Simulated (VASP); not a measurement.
**Cu: single point with LDA**

Crystal: Cu.

```xyz
1
Lattice="-1.3908 1.3908 1.3908 1.3908 -1.3908 1.3908 1.3908 1.3908 -1.3908" Properties=species:S:1:pos:R:3 pbc="T T T"
Cu    0.0000    0.0000    0.0000
```

```json
{
 "Program": "VASP 6.6.1",
 "Task": "single point",
 "Functional": "LDA",
 "Potentials or basis": "VASP PAW LDA potentials, release 64 (Cu)",
 "Cutoff": "600 eV",
 "k mesh": "13 × 13 × 13",
 "Occupations": "gaussian, width 0.1 eV",
 "Spin": "no spin polarisation",
 "Dipole correction": "no",
 "Further INCAR settings": "ALGO = Normal; EDIFF = 1e-06; NBANDS = 12"
}
```

```json
{"Pressure": "3.7 GPa"}
```

Levels at points of the mesh, in eV from the Fermi level:
```
           k point  band 2  band 3  band 4  band 5  band 6  band 7  band 8  band 9
(0.00, 0.00, 0.00)   -3.43   -3.43   -3.43   -2.24   -2.24   26.06   26.06   26.06
```

It took 7.9 s on 1 thread of AMD EPYC 9R45 96-Core Processor (Zen 5), on a shared host, peak memory 0.09 GiB.
